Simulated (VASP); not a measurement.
A run of VASP 6.6.1 is set up as follows.

INCAR

```
PREC = Accurate ; ENCUT = 520
EDIFF = 1E-6 ; ISMEAR = -1
SIGMA = 0.05 ; LREAL = F
LASPH = T ; NELM = 80
ALGO = Normal ; ISIF = 2
LWAVE = F ; LCHARG = F
GGA = PS ; NBANDS = 35
```

KPOINTS

```
regular mesh
0
Gamma
  10 10 2
```

POSCAR

```
MoS2
1.0
    3.0102365599      0.0000000000      0.0000000000
   -1.5051182799      2.6069413323      0.0000000000
    0.0000000000      0.0000000000     10.9749879874
Mo S
2 4
Direct
    0.3333333333      0.6666666667      0.7500013312
    0.6666666667      0.3333333333      0.2499986688
    0.6666666667      0.3333333333      0.6066536788
    0.3333333333      0.6666666667      0.1066509025
    0.6666666667      0.3333333333      0.8933490975
    0.3333333333      0.6666666667      0.3933463212
```

Potentials or basis: VASP PAW PBE potentials, release 64 (Mo_sv, S).

Command:

```sh
$ cat potpaw_PBE.64/Mo_sv/POTCAR potpaw_PBE.64/S/POTCAR > POTCAR
$ mpirun -np 1 vasp_std > vasp.out
```

Problem. What does it give for the pressure?

Solution. 20.0 GPa.

Problem. What does it give for the band gap on the k mesh?

Solution. 0.01 eV (least direct gap 1.47 eV).

Problem. Predict the largest force.

Solution. 0.013 eV/Å.

Forces on the atoms (eV/Å):
```
Mo   0.000  0.000  0.000
Mo   0.000  0.000  0.000
S    0.000  0.000  0.013
S    0.000  0.000  0.013
S    0.000  0.000 -0.013
S    0.000  0.000 -0.013
```

Caveat: the cell stands under pressure; the smearing spreads over this small gap; semilocal functionals underestimate gaps, and a narrow one can read as zero; the PAW data sets were made with another functional, which shifts forces and pressure a little. A k mesh can miss the band edges.
